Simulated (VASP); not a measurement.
Write the native input for VASP 6.6.1 that does the following.

```
Task                   : single point
Functional             : LDA
Potentials or basis    : VASP PAW LDA potentials, release 64 (Pb_d, S)
Cutoff                 : 520 eV
k mesh                 : 10 × 10 × 10
Occupations            : gaussian, width 0.05 eV
Spin                   : no spin polarisation
Dipole correction      : no
Further INCAR settings : ALGO = Normal; EDIFF = 1e-06; NBANDS = 17
```

The structure of PbS lies in POSCAR:

```
PbS
1.0
    0.0000000000      3.3238313106      3.3238313106
    3.3238313106      0.0000000000      3.3238313106
    3.3238313106      3.3238313106      0.0000000000
Pb S
1 1
Direct
    0.0000000000      0.0000000000      0.0000000000
    0.2500000000      0.2500000000      0.2500000000
```

These files were run (other wordings do the same):

INCAR

```
SYSTEM = PbS
ALGO = Normal
EDIFF = 1E-6
ENCUT = 520
GGA = CA
ISIF = 2
ISMEAR = 0
LASPH = .True.
LCHARG = .False.
LREAL = .False.
LWAVE = .False.
NBANDS = 17
NELM = 60
PREC = Accurate
SIGMA = 0.05
```

KPOINTS

```
k-points
0
Gamma
  10 10 10
  0 0 0
```

Potentials or basis: VASP PAW LDA potentials, release 64 (Pb_d, S).

Command:

```bash
$ cat potpaw_LDA.64/Pb_d/POTCAR potpaw_LDA.64/S/POTCAR > POTCAR
$ mpirun -np 1 vasp_std > vasp.out
```

It gave:

```
Pressure               : -2.8 GPa
Band gap on the k mesh : 0.69 eV, indirect (least direct gap 1.13 eV)
```

Caveat: spin-orbit coupling is left out, which moves the levels of the heavy elements.

Run time: 30 s on 1 thread of Intel(R) Xeon(R) 6975P-C (Granite Rapids), on a shared host, peak memory 0.2 GiB.
